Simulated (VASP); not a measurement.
# Pb (P6_3/mmc) in VASP: settings compared, part 2 of 2

VASP 6.6.1.

### 4 Single point, PBEsol+D3(BJ)

INCAR reads:

```
  ALGO = Normal
  EDIFF = 1E-6
  ENCUT = 520
  GGA = PS
  ISIF = 2
  ISMEAR = -1
  IVDW = 12
  LASPH = True
  LCHARG = True
  LELF = True
  LREAL = False
  LVHAR = True
  LWAVE = False
  NBANDS = 21
  NELM = 60
  PREC = Accurate
  SIGMA = 0.08
```

KPOINTS reads:

```
k-points
0
Gamma
  14 14 8
```

POSCAR reads:

```
Pb
1.0
    3.4800006906      0.0000000000      0.0000000000
   -1.7400003453      3.0137690032      0.0000000000
    0.0000000000      0.0000000000      5.5900000000
Pb
2
Direct
    0.3333333333      0.6666666667      0.2500000000
    0.6666666667      0.3333333333      0.7500000000
```

Potentials or basis: VASP PAW PBE potentials, release 64 (Pb_d).

Launch:

```console
cat potpaw_PBE.64/Pb_d/POTCAR > POTCAR
mpirun -np 1 vasp_std > vasp.out
```

OUTCAR:

```text
EDIFF = 1E-6
   ENCUT = 520
   GGA = PS
   ISIF = 2
   ISMEAR = -1
   IVDW = 12
   LASPH = True
   LREAL = False
   NELM = 60
   PREC = Accurate
 IVDW          = 12

 ion  position               nearest neighbor table
   1  0.333  0.667  0.250-   2 3.44   2 3.44   2 3.44   2 3.44   2 3.44   2 3.44
   2  0.667  0.333  0.750-   1 3.44   1 3.44   1 3.44   1 3.44   1 3.44   1 3.44

  LATTYP: Found a hexagonal cell.
 ALAT       =     3.4800006906
 C/A-ratio  =     1.6063215203

  Lattice vectors:

 A1 = (   3.4800006906,   0.0000000000,   0.0000000000)
 A2 = (  -1.7400003453,   3.0137690032,   0.0000000000)
 A3 = (   0.0000000000,   0.0000000000,   5.5900000000)

Analysis of symmetry for initial positions (statically):
=====================================================================
 Subroutine PRICEL returns:
 Original cell was already a primitive cell.

 Routine SETGRP: Setting up the symmetry group for a
 hexagonal supercell.

 Subroutine GETGRP returns: Found 24 space group operations
 (whereof 12 operations were pure point group operations)
 out of a pool of 24 trial point group operations.

The static configuration has the point symmetry D_3d.
 The point group associated with its full space group is D_6h.

Analysis of symmetry for dynamics (positions and initial velocities):
=====================================================================
 Subroutine PRICEL returns:
 Original cell was already a primitive cell.

 Routine SETGRP: Setting up the symmetry group for a
 hexagonal supercell.

 Subroutine GETGRP returns: Found 24 space group operations
 (whereof 12 operations were pure point group operations)
 out of a pool of 24 trial point group operations.

The dynamic configuration has the point symmetry D_3d.
 The point group associated with its full space group is D_6h.

 Subroutine INISYM returns: Found 24 space group operations
 (whereof 12 operations are pure point group operations),
 and found     1 'primitive' translations

----------------------------------------------------------------------------------------

                                     Primitive cell

  volume of cell :      58.6275

  direct lattice vectors                    reciprocal lattice vectors
     3.480000691  0.000000000  0.000000000     0.287356265  0.165905217  0.000000000
    -1.740000345  3.013769003  0.000000000     0.000000000  0.331810434  0.000000000
     0.000000000  0.000000000  5.590000000     0.000000000  0.000000000  0.178890877

  length of vectors
     3.480000691  3.480000691  5.590000000     0.331810434  0.331810434  0.178890877

  position of ions in fractional coordinates (direct lattice)
     0.333333333  0.666666667  0.250000000
     0.666666667  0.333333333  0.750000000

  ion indices of the primitive-cell ions
   primitive index   ion index
                 1           1
                 2           2

----------------------------------------------------------------------------------------

 KPOINTS: k-points

Automatic generation of k-mesh.
 Grid dimensions read from file:
 generate k-points for:   14   14    8

 Generating k-lattice:

  Cartesian coordinates                     Fractional coordinates (reciprocal lattice)
     0.020525447  0.011850373  0.000000000     0.071428571 -0.000000000  0.000000000
     0.000000000  0.023700745  0.000000000     0.000000000  0.071428571  0.000000000
     0.000000000  0.000000000  0.022361360     0.000000000  0.000000000  0.125000000

  Length of vectors
     0.023700745  0.023700745  0.022361360

  Shift w.r.t. Gamma in fractional coordinates (k-lattice)
     0.000000000  0.000000000  0.000000000

 Subroutine IBZKPT returns following result:
 ===========================================

 Found    120 irreducible k-points:

 Following reciprocal coordinates:
            Coordinates               Weight
  0.000000  0.000000  0.000000      1.000000
  0.071429  0.000000  0.000000      6.000000
  0.142857  0.000000  0.000000      6.000000
  0.214286  0.000000  0.000000      6.000000
  0.285714  0.000000  0.000000      6.000000
  0.357143  0.000000  0.000000      6.000000
[... 16 lines left out ...]
  0.285714  0.285714  0.000000      6.000000
  0.357143  0.285714  0.000000      6.000000
 [... further k-points ...]
   k-points           NKPTS =    120   k-points in BZ     NKDIM =    120   number of bands    NBANDS=     21
   number of dos      NEDOS =    301   number of ions     NIONS =      2
   total plane-waves  NPLWV =  32928
   dimension x,y,z NGX =    28 NGY =   28 NGZ =   42
   dimension x,y,z NGXF=    56 NGYF=   56 NGZF=   84
   ions per type =               2
   NGX,Y,Z   is equivalent  to a cutoff of  13.38, 13.38, 12.49 a.u.
   NGXF,Y,Z  is equivalent  to a cutoff of  26.75, 26.75, 24.98 a.u.
 SYSTEM =  unknown system
   PREC   = accura    normal or accurate (medium, high low for compatibility)
   ISTART =      0    job   : 0-new  1-cont  2-samecut
   ICHARG =      2    charge: 1-file 2-atom 10-const
   ISPIN  =      1    spin polarized calculation?
   LNONCOLLINEAR =      F non collinear calculations
   LSORBIT =      F    spin-orbit coupling
   LASPH  =      T    aspherical Exc in radial PAW
   ENCUT  =  520.0 eV  38.22 Ry    6.18 a.u.   6.47  6.47 10.39*2*pi/ulx,y,z
   NELM   =     60;   NELMIN=  2; NELMDL= -5     # of ELM steps
   EDIFF  = 0.1E-05   stopping-criterion for ELM
   LREAL  =      F    real-space projection
   EDIFFG = 0.1E-04   stopping-criterion for IOM
   NSW    =      0    number of steps for IOM
   IBRION =     -1    ionic relax: 0-MD 1-quasi-New 2-CG
   NFREE  =      0    steps in history (QN), initial steepest desc. (CG)
   ISIF   =      2    stress and relaxation
   ISYM   =      2    0-nonsym 1-usesym 2-fastsym
   POTIM  = 0.5000    time-step for ionic-motion
   TEBEG  =    0.0;   TEEND  =   0.0 temperature during run
   PSTRESS=    0.0 pullay stress
   NELECT =      28.0000    total number of electrons
   NUPDOWN=      -1.0000    fix difference up-down
   EMIN   =  10.00;   EMAX   =-10.00  energy-range for DOS
   EFERMI =   0.00;   METHOD = LEGACY
   ISMEAR =    -1;   SIGMA  =   0.08  broadening in eV -4-tet -1-fermi 0-gaus
   EFERMI_NEDOS =   21; number of points for ismear=-14 and -15
   IALGO  =     38    algorithm
   IMIX   =      4    mixing-type and parameters
     AMIX     =   0.40;   BMIX     =  1.00
     AMIX_MAG =   1.60;   BMIX_MAG =  1.00
  volume/ion in A,a.u.               =      29.31       197.82
  Fermi-wavevector in a.u.,A,eV,Ry     =   1.279658  2.418202 22.279864  1.637524
  Thomas-Fermi vector in A             =   2.412130
   LORBIT       =      0    0 simple, 1 ext, 2 COOP (PROOUT), +10 PAW based schemes
   GGA     = PS    functional components
   LHFCALC =     F    Hartree Fock is set to
   AEXX    =    0.0000 exact exchange contribution
   IVDW    =    12    specifies the selected vdW correction
   LEPSILON=     F    determine dielectric tensor
   LRPA    =     F    only Hartree local field effects (RPA)
 non-spin polarized calculation
  energy-cutoff  :      520.00
  volume of cell :       58.63
 maximum number of plane-waves:      1617
 NGX is ok and might be reduce to    28
   NGX = 13   NGY = 13   NGZ = 21

 number of electron      28.0000005 magnetization

 Free energy of the ion-electron system (eV)
  ---------------------------------------------------
  ext. energy  EPLUGINS =         0.00000000
  ---------------------------------------------------
  free energy    TOTEN  =        -7.97664270 eV

  energy without entropy =       -7.95205422  energy(sigma->0) =       -7.96434846

 E-fermi :   7.4403     XC(G=0): -10.5065

 val. band max:        7.4298529746   @ k =   0.2143   0.0714   0.1250
 cond. band min:       7.4447757148   @ k =   0.3571   0.2143   0.0000
 fundamental gap:      0.0149227402
 Fermi energy:         7.4402636061

 k-point     1 :       0.0000    0.0000    0.0000
  band No.  band energies     occupation
      1      -9.5728      2.00000
      2      -9.5226      2.00000
      3      -9.5101      2.00000
      4      -9.5101      2.00000
      5      -9.4849      2.00000
      6      -9.4849      2.00000
[... 13 lines left out ...]
     20      16.5014      0.00000
     21      18.9942      0.00000
[... 529 lines left out ...]
 k-point    24 :       0.3571    0.2857    0.0000
  band No.  band energies     occupation
      1      -9.6376      2.00000
      2      -9.5115      2.00000
      3      -9.4681      2.00000
      4      -9.4660      2.00000
      5      -9.4355      2.00000
      6      -9.3998      2.00000
[... 13 lines left out ...]
     20      19.8732      0.00000
     21      21.8874      0.00000

 [... further k-points ...]

------------------------ aborting loop because EDIFF is reached ----------------------------------------

 Edisp (eV)   -0.91464

 E8    (eV) :    -0.6685

  FORCE on cell =-STRESS in cart. coord.  units (eV):
  Direction    XX          YY          ZZ          XY          YZ          ZX
  --------------------------------------------------------------------------------------
  -------------------------------------------------------------------------------------
  Total      -0.84117    -0.84117    -0.17122     0.00000     0.00000     0.00000
  in kB     -22.98760   -22.98760    -4.67903     0.00000     0.00000     0.00000
  external pressure =      -16.88 kB  Pullay stress =        0.00 kB

 VOLUME and BASIS-vectors are now :
 -----------------------------------------------------------------------------
  energy-cutoff  :      520.00
  volume of cell :       58.63
      direct lattice vectors                 reciprocal lattice vectors
     3.480000691  0.000000000  0.000000000     0.287356265  0.165905217  0.000000000
    -1.740000345  3.013769003  0.000000000     0.000000000  0.331810434  0.000000000
     0.000000000  0.000000000  5.590000000     0.000000000  0.000000000  0.178890877

 POSITION                                       TOTAL-FORCE (eV/Angst)
 -----------------------------------------------------------------------------------
     -0.00000      2.00918      1.39750         0.000000      0.000000      0.000000
      1.74000      1.00459      4.19250        -0.000000     -0.000000      0.000000
 -----------------------------------------------------------------------------------
    total drift:                               -0.000000      0.000000      0.000000

  FREE ENERGIE OF THE ION-ELECTRON SYSTEM (eV)
  ---------------------------------------------------
  free  energy   TOTEN  =        -8.8912876689 eV

  energy  without entropy=       -8.8666991927  energy(sigma->0) =       -8.87899343
```

OSZICAR:

```text
N       E                     dE             d eps       ncg     rms          rms(c)
DAV:   1     0.294550675254E+03    0.29455E+03   -0.14312E+04  5045   0.165E+03
DAV:   2     0.131469070191E+02   -0.28140E+03   -0.27470E+03  5115   0.409E+02
DAV:   3    -0.735455416053E+01   -0.20501E+02   -0.20271E+02  6120   0.136E+02
DAV:   4    -0.798353325180E+01   -0.62898E+00   -0.62864E+00  6094   0.268E+01
DAV:   5    -0.801450774817E+01   -0.30974E-01   -0.30974E-01  6899   0.546E+00    0.874E-01
DAV:   6    -0.798476341237E+01    0.29744E-01   -0.51784E-02  6921   0.314E+00    0.407E-01
DAV:   7    -0.797716358041E+01    0.75998E-02   -0.18560E-02  6997   0.181E+00    0.130E-01
DAV:   8    -0.797664418417E+01    0.51940E-03   -0.10444E-03  6840   0.447E-01    0.127E-02
DAV:   9    -0.797664283358E+01    0.13506E-05   -0.36728E-05  7169   0.873E-02    0.611E-03
DAV:  10    -0.797664269968E+01    0.13389E-06   -0.21533E-06  4923   0.194E-02
   1 F= -.88912877E+01 E0= -.88789934E+01  d E =-.245885E-01
```

stdout:

```text
POSCAR found type information on POSCAR Pb
 POSCAR found :  1 types and       2 ions
 scaLAPACK will be used
 -----------------------------------------------------------------------------
|                                                                             |
|                                                                             |
|     You enforced a specific xc type in the INCAR file but a different       |
|     I HOPE YOU KNOW WHAT YOU ARE DOING!                                     |
|                                                                             |
 -----------------------------------------------------------------------------

 LDA part: xc-table for (Slater+PW92), standard interpolation
 POSCAR, INCAR and KPOINTS ok, starting setup
 FFT: planning ... GRIDC
 FFT: planning ... GRID_SOFT
 FFT: planning ... GRID
 WAVECAR not read
 entering main loop
```

Run time: 56 s. Hardware: 1 thread of AMD EPYC 9R45 (Zen 5), shared host; peak memory 0.23 GiB.

Results:

```yaml
Free_energy: -8.8913 eV
Pressure: -1.7 GPa
Band_gap_on_the_k_mesh: zero (bands 14 and 15 overlap by 7.43 eV)
Dispersion_energy_per_atom: -0.457 eV
```

Levels at points of the mesh, in eV from the Fermi level:
```csv
k point,band 11,band 12,band 13,band 14,band 15,band 16,band 17,band 18
"(0.00, 0.00, 0.00)",-11.96,-7.98,-4.30,5.60,5.60,7.51,7.51,8.18
"(0.50, 0.00, 0.00)",-8.40,-7.14,-2.89,-1.40,-0.51,1.80,1.98,5.81
"(0.00, 0.00, 0.50)",-10.68,-10.68,1.04,1.04,6.51,6.51,6.51,6.51
"(0.50, 0.00, 0.50)",-7.54,-7.54,-3.81,-3.81,3.45,3.45,3.79,3.79
```

Caveat: the PAW data sets were made with another functional, which shifts forces and pressure a little; spin-orbit coupling is left out, which moves the levels of the heavy elements.
